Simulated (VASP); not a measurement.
Here is a VASP 6.6.1 calculation.

File INCAR:

```
SYSTEM = GaAs
PREC = Accurate
ENCUT = 520
EDIFF = 1E-7
ISMEAR = 0
SIGMA = 0.1
LREAL = .FALSE.
LASPH = .TRUE.
NELM = 100
ALGO = Normal
ISIF = 2
LWAVE = .FALSE.
LCHARG = .FALSE.
GGA = PE
NBANDS = 26
```

File KPOINTS:

```
Automatic mesh
0
G
  12 12 8
  0 0 0
```

The input POSCAR:

```
GaAs
1.0
    3.7539935502      0.0000000000      0.0000000000
    0.0000000000      3.7539935502      0.0000000000
    0.0000000000      0.0000000000      6.8725853381
Ga As
2 2
Direct
    0.5000000000      0.5000000000      0.2500000000
    0.5000000000      0.5000000000      0.7500000000
    0.0000000000      0.5000000000      0.0000000000
    0.5000000000      0.0000000000      0.5000000000
```

Potentials or basis: VASP PAW PBE potentials, release 64 (Ga_d, As).

Command:

```sh
$ cat potpaw_PBE.64/Ga_d/POTCAR potpaw_PBE.64/As/POTCAR > POTCAR
$ mpirun -np 1 vasp_std > vasp.out
```

Q: Predict the pressure.

A: 0.2 GPa.

Q: What does it give for the band gap on the k mesh?

A: Zero (band 18 reaches 4.56 eV, above the bottom of band 19 at 2.08 eV).
